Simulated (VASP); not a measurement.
# BeS (I-4m2) in VASP: further runs, part 2 of 2

VASP 6.6.1. Earlier steps stand in the parts before.

## 4. Single point, LDA (film at in-plane strain +0.01)

The input, INCAR:

```
SYSTEM = BeS
PREC     = Accurate       ! precision mode
ENCUT    = 520            ! plane-wave cutoff, eV
EDIFF    = 1E-6           ! SCF threshold, eV
ISMEAR   = 0              ! smearing method
SIGMA    = 0.01           ! smearing width, eV
LREAL    = .FALSE.        ! projectors in reciprocal space
LASPH    = .TRUE.         ! aspherical terms in the spheres
NELM     = 80             ! most SCF steps
ALGO     = Normal         ! electronic algorithm
ISIF     = 2              ! what is computed and relaxed
LWAVE    = .FALSE.        ! write WAVECAR
LCHARG   = .TRUE.         ! write CHGCAR
LELF     = .TRUE.         ! ELF
LVHAR    = .TRUE.       
NBANDS   = 11             ! bands
```

The input, KPOINTS:

```
Automatic mesh
0
G
  8 8 8
  0 0 0
```

The input, POSCAR:

```
BeS
1.0
    2.4221497394      2.4221497394      0.0000000000
   -2.4221497394      2.4221497394      0.0000000000
    0.0000000000      2.4221497394      2.3783677658
Be S
1 1
Direct
    0.0000000000      0.0000000000      0.0000000000
    0.7500000000      0.2500000000      0.5000000000
```

Potentials or basis: VASP PAW LDA potentials, release 64 (Be, S).

Command:

```
> cat potpaw_LDA.64/Be/POTCAR potpaw_LDA.64/S/POTCAR > POTCAR
> mpirun -np 1 vasp_std > vasp.out
```

OUTCAR:

```text
SYSTEM = BeS
   PREC = Accurate
   ENCUT = 520
   EDIFF = 1E-6
   ISMEAR = 0
   LREAL = .FALSE.
   LASPH = .TRUE.
   NELM = 80
   ISIF = 2

 ion  position               nearest neighbor table
   1  0.000  0.000  0.000-   2 2.09   2 2.09   2 2.09   2 2.09
   2  0.750  0.250  0.500-   1 2.09   1 2.09   1 2.09   1 2.09

  LATTYP: Found a body centered tetragonal cell.
 ALAT       =     3.4254370116
 C/A-ratio  =     1.3886507081

  Lattice vectors:

 A1 = (   2.4221497394,   0.0000000000,  -2.3783677658)
 A2 = (  -2.4221497394,   0.0000000000,  -2.3783677658)
 A3 = (   0.0000000000,   2.4221497394,   2.3783677658)

Analysis of symmetry for initial positions (statically):
=====================================================================
 Subroutine PRICEL returns:
 Original cell was already a primitive cell.

 Routine SETGRP: Setting up the symmetry group for a
 body centered tetragonal supercell.

 Subroutine GETGRP returns: Found  8 space group operations
 (whereof  8 operations were pure point group operations)
 out of a pool of 16 trial point group operations.

The static configuration has the point symmetry D_2d.

Analysis of symmetry for dynamics (positions and initial velocities):
=====================================================================
 Subroutine PRICEL returns:
 Original cell was already a primitive cell.

 Routine SETGRP: Setting up the symmetry group for a
 body centered tetragonal supercell.

 Subroutine GETGRP returns: Found  8 space group operations
 (whereof  8 operations were pure point group operations)
 out of a pool of 16 trial point group operations.

The dynamic configuration has the point symmetry D_2d.

 Subroutine INISYM returns: Found  8 space group operations
 (whereof  8 operations are pure point group operations),
 and found     1 'primitive' translations

----------------------------------------------------------------------------------------

                                     Primitive cell

  volume of cell :      27.9069

  direct lattice vectors                    reciprocal lattice vectors
     2.422149739  2.422149739  0.000000000     0.206428196  0.206428196 -0.210228211
    -2.422149739  2.422149739  0.000000000    -0.206428196  0.206428196 -0.210228211
     0.000000000  2.422149739  2.378367766     0.000000000  0.000000000  0.420456422

  length of vectors
     3.425437012  3.425437012  3.394619653     0.359751443  0.359751443  0.420456422

  position of ions in fractional coordinates (direct lattice)
     0.000000000  0.000000000  0.000000000
     0.750000000  0.250000000  0.500000000

  ion indices of the primitive-cell ions
   primitive index   ion index
                 1           1
                 2           2

----------------------------------------------------------------------------------------

 KPOINTS: Automatic mesh

Automatic generation of k-mesh.
 Grid dimensions read from file:
 generate k-points for:    8    8    8

 Generating k-lattice:

  Cartesian coordinates                     Fractional coordinates (reciprocal lattice)
     0.025803524  0.025803524 -0.026278526     0.125000000  0.000000000 -0.000000000
    -0.025803524  0.025803524 -0.026278526     0.000000000  0.125000000 -0.000000000
     0.000000000  0.000000000  0.052557053     0.000000000  0.000000000  0.125000000

  Length of vectors
     0.044968930  0.044968930  0.052557053

  Shift w.r.t. Gamma in fractional coordinates (k-lattice)
     0.000000000  0.000000000  0.000000000

 Subroutine IBZKPT returns following result:
 ===========================================

 Found     59 irreducible k-points:

 Following reciprocal coordinates:
            Coordinates               Weight
  0.000000  0.000000  0.000000      1.000000
  0.125000  0.000000  0.000000      8.000000
  0.250000  0.000000  0.000000      8.000000
  0.375000  0.000000  0.000000      8.000000
  0.500000  0.000000  0.000000      4.000000
  0.125000  0.125000  0.000000      8.000000
[... 16 lines left out ...]
  0.250000  0.000000  0.125000      4.000000
  0.375000  0.000000  0.125000      8.000000
 [... further k-points ...]
   k-points           NKPTS =     59   k-points in BZ     NKDIM =     59   number of bands    NBANDS=     11
   number of dos      NEDOS =    301   number of ions     NIONS =      2
   total plane-waves  NPLWV =  21952
   dimension x,y,z NGX =    28 NGY =   28 NGZ =   28
   dimension x,y,z NGXF=    56 NGYF=   56 NGZF=   56
   ions per type =               1   1
   NGX,Y,Z   is equivalent  to a cutoff of  13.59, 13.59, 13.71 a.u.
   NGXF,Y,Z  is equivalent  to a cutoff of  27.18, 27.18, 27.43 a.u.
 SYSTEM =  BeS
   PREC   = accura    normal or accurate (medium, high low for compatibility)
   ISTART =      0    job   : 0-new  1-cont  2-samecut
   ICHARG =      2    charge: 1-file 2-atom 10-const
   ISPIN  =      1    spin polarized calculation?
   LNONCOLLINEAR =      F non collinear calculations
   LSORBIT =      F    spin-orbit coupling
   LASPH  =      T    aspherical Exc in radial PAW
   ENCUT  =  520.0 eV  38.22 Ry    6.18 a.u.   6.37  6.37  6.31*2*pi/ulx,y,z
   NELM   =     80;   NELMIN=  2; NELMDL= -5     # of ELM steps
   EDIFF  = 0.1E-05   stopping-criterion for ELM
   LREAL  =      F    real-space projection
   EDIFFG = 0.1E-04   stopping-criterion for IOM
   NSW    =      0    number of steps for IOM
   IBRION =     -1    ionic relax: 0-MD 1-quasi-New 2-CG
   NFREE  =      0    steps in history (QN), initial steepest desc. (CG)
   ISIF   =      2    stress and relaxation
   ISYM   =      2    0-nonsym 1-usesym 2-fastsym
   POTIM  = 0.5000    time-step for ionic-motion
   TEBEG  =    0.0;   TEEND  =   0.0 temperature during run
   PSTRESS=    0.0 pullay stress
   NELECT =       8.0000    total number of electrons
   NUPDOWN=      -1.0000    fix difference up-down
   EMIN   =  10.00;   EMAX   =-10.00  energy-range for DOS
   EFERMI =   0.00;   METHOD = LEGACY
   ISMEAR =     0;   SIGMA  =   0.01  broadening in eV -4-tet -1-fermi 0-gaus
   EFERMI_NEDOS =   21; number of points for ismear=-14 and -15
   IALGO  =     38    algorithm
   IMIX   =      4    mixing-type and parameters
     AMIX     =   0.40;   BMIX     =  1.00
     AMIX_MAG =   1.60;   BMIX_MAG =  1.00
  volume/ion in A,a.u.               =      13.95        94.16
  Fermi-wavevector in a.u.,A,eV,Ry     =   1.079447  2.039858 15.853576  1.165205
  Thomas-Fermi vector in A             =   2.215412
   LORBIT       =      0    0 simple, 1 ext, 2 COOP (PROOUT), +10 PAW based schemes
   GGA     = CA    functional components
   LHFCALC =     F    Hartree Fock is set to
   AEXX    =    0.0000 exact exchange contribution
   IVDW    =     0    specifies the selected vdW correction
   LEPSILON=     F    determine dielectric tensor
   LRPA    =     F    only Hartree local field effects (RPA)
 non-spin polarized calculation
 Gauss-broadening in eV      SIGMA  =   0.01
  energy-cutoff  :      520.00
  volume of cell :       27.91
 maximum number of plane-waves:       761
 NGX is ok and might be reduce to    28
   NGX = 13   NGY = 13   NGZ = 13

 number of electron       8.0000000 magnetization

 Free energy of the ion-electron system (eV)
  ---------------------------------------------------
  ext. energy  EPLUGINS =         0.00000000
  ---------------------------------------------------
  free energy    TOTEN  =       -11.13943767 eV

  energy without entropy =      -11.13943767  energy(sigma->0) =      -11.13943767

 E-fermi :   4.3964     XC(G=0): -10.0762

 val. band max:        4.3216878971   @ k =   0.0000   0.0000   0.0000
 cond. band min:       7.0191453603   @ k =   0.0000   0.0000   0.5000
 fundamental gap:      2.6974574632
 Fermi energy:         4.3963538112

 k-point     1 :       0.0000    0.0000    0.0000
  band No.  band energies     occupation
      1      -9.5458      2.00000
      2       4.2256      2.00000
      3       4.2256      2.00000
      4       4.3217      2.00000
      5       9.7771      0.00000
      6       9.8026      0.00000
      7       9.8026      0.00000
      8      10.1167      0.00000
      9      16.9093      0.00000
     10      17.3096      0.00000
     11      19.0342      0.00000
[... 309 lines left out ...]
 k-point    24 :       0.3750    0.0000    0.1250
  band No.  band energies     occupation
      1      -8.5076      2.00000
      2       0.2545      2.00000
      3       2.4811      2.00000
      4       3.5230      2.00000
      5      10.2660      0.00000
      6      10.9288      0.00000
      7      11.2051      0.00000
      8      13.4837      0.00000
      9      15.1173      0.00000
     10      18.0906      0.00000
     11      19.3241      0.00000

 [... further k-points ...]
[... 5 lines left out ...]
  --------------------------------------------------------------------------------------
  -------------------------------------------------------------------------------------
  Total       -0.2980418     -0.2980418      0.0056299      0.0000000     -0.0000000      0.0000000
  in kB      -17.1110554    -17.1110554      0.3232231      0.0000000     -0.0000000      0.0000000
  external PRESSURE =     -11.2996292 kB  Pullay stress =       0.0000000 kB

 VOLUME and BASIS-vectors are now :
 -----------------------------------------------------------------------------
  energy-cutoff  :      520.00
  volume of cell :       27.91
      direct lattice vectors                 reciprocal lattice vectors
     2.422149739  2.422149739  0.000000000     0.206428196  0.206428196 -0.210228211
    -2.422149739  2.422149739  0.000000000    -0.206428196  0.206428196 -0.210228211
     0.000000000  2.422149739  2.378367766     0.000000000  0.000000000  0.420456422

 POSITION                                       TOTAL-FORCE (eV/Angst)
 -----------------------------------------------------------------------------------
      0.00000      0.00000      0.00000        -0.000000     -0.000000      0.000000
      1.21107      3.63322      1.18918         0.000000      0.000000      0.000000
 -----------------------------------------------------------------------------------
    total drift:                               -0.000000      0.000000     -0.000000

  FREE ENERGIE OF THE ION-ELECTRON SYSTEM (eV)
  ---------------------------------------------------
  free  energy   TOTEN  =       -11.1394376683 eV

  energy  without entropy=      -11.1394376683  energy(sigma->0) =      -11.13943767
```

It took 26 s on 1 thread of AMD EPYC 7R43 (Zen 3), shared host; peak memory 0.1 GiB.

Results:

* Free energy: -11.1394 eV
* Pressure: -1.1 GPa
* Band gap on the k mesh: 2.70 eV, indirect (least direct gap 5.46 eV)

Stress tensor (GPa, compression positive):
```
-1.71  0.00  0.00
 0.00 -1.71  0.00
 0.00  0.00  0.03
```

Levels at points of the mesh, in eV from the valence-band top:
```tsv
k point	band 2	band 3	band 4	band 5	band 6	band 7
(0.00, 0.00, 0.00)	-0.10	-0.10	0.00	5.46	5.48	5.48
(0.50, 0.00, 0.00)	-6.05	-1.23	-1.06	5.35	6.29	6.48
(0.50, 0.50, 0.00)	-5.26	-2.78	-2.75	2.84	4.78	12.66
(0.00, 0.00, 0.50)	-5.13	-2.91	-2.91	2.70	4.61	12.73
```

Caveat: the cell differs from its parent crystal (film at in-plane strain +0.01).

## 5. Single point, LDA (in-plane strain +0.02, then relaxed in part)

The input, INCAR:

```
SYSTEM = BeS
PREC = Accurate ; ENCUT = 520
EDIFF = 1E-6 ; ISMEAR = 0
SIGMA = 0.01 ; LREAL = .False.
LASPH = .True. ; NELM = 100
ALGO = Normal ; ISIF = 2
LWAVE = .False. ; LCHARG = .True.
GGA = CA ; LELF = .True.
LVHAR = .True. ; NBANDS = 11
```

The input, KPOINTS:

```
regular mesh
0
Gamma
  8 8 8
  0 0 0
```

The input, POSCAR:

```
BeS
1.0
    2.4461314200      2.4461314200      0.0000000000
   -2.4461314200      2.4461314200      0.0000000000
    0.0000000000      2.4461314200      2.3581345018
Be S
1 1
Direct
    0.0000000000      0.0000000000      0.0000000000
    0.7500000000      0.2500000000      0.5000000000
```

Command:

```
> cat potpaw_LDA.64/Be/POTCAR potpaw_LDA.64/S/POTCAR > POTCAR
> mpirun -np 1 vasp_std > vasp.out
```

It took 22 s on 1 thread of AMD EPYC 7R43 (Zen 3), shared host; peak memory 0.11 GiB.

The run converged. Its results:

* Free energy: -11.1307 eV
* Pressure: -2.2 GPa
* Band gap on the k mesh: 2.57 eV, indirect (least direct gap 5.39 eV)

Stress tensor (GPa, compression positive):
```
-3.33  0.00  0.00
 0.00 -3.33  0.00
 0.00  0.00  0.03
```

Levels at points of the mesh, in eV from the valence-band top:
```csv
k point,band 1,band 2,band 3,band 4,band 5,band 6,band 7,band 8,band 9
"(0.00, 0.00, 0.00)",-13.85,-0.18,-0.18,0.00,5.39,5.44,5.44,5.64,12.30
"(0.50, 0.00, 0.00)",-12.19,-6.03,-1.35,-1.02,5.19,6.15,6.57,10.86,14.44
"(0.50, 0.50, 0.00)",-11.69,-5.30,-2.76,-2.70,2.86,4.79,12.43,12.57,15.13
"(0.00, 0.00, 0.50)",-11.51,-5.04,-3.03,-3.03,2.57,4.44,12.57,12.57,15.61
```

Caveat: the cell differs from its parent crystal (in-plane strain +0.02, then relaxed in part). A k mesh can miss the band edges.

## 6. Summary

```csv
cell,gap on the mesh (eV),pressure (GPa)
"a = 3.425, b = 3.425, c = 3.395 Å, angles 59.7, 59.7, 90.0°, 2 atoms",2.70,-1.1
"a = 3.425, b = 3.425, c = 3.398 Å, angles 59.7, 59.7, 90.0°, 2 atoms",2.72,-1.4
"a = 3.459, b = 3.459, c = 3.398 Å, angles 59.4, 59.4, 90.0°, 2 atoms",2.57,-2.2
```

Alike in all rows: task single point; level LDA; potentials or basis VASP PAW LDA potentials, release 64 (Be, S); no spin polarisation; k mesh 8 × 8 × 8; cutoff (eV) 520; smearing gaussian 0.01 eV.

Total energies depend on the potentials used, so only differences within one code and one set of settings carry meaning.
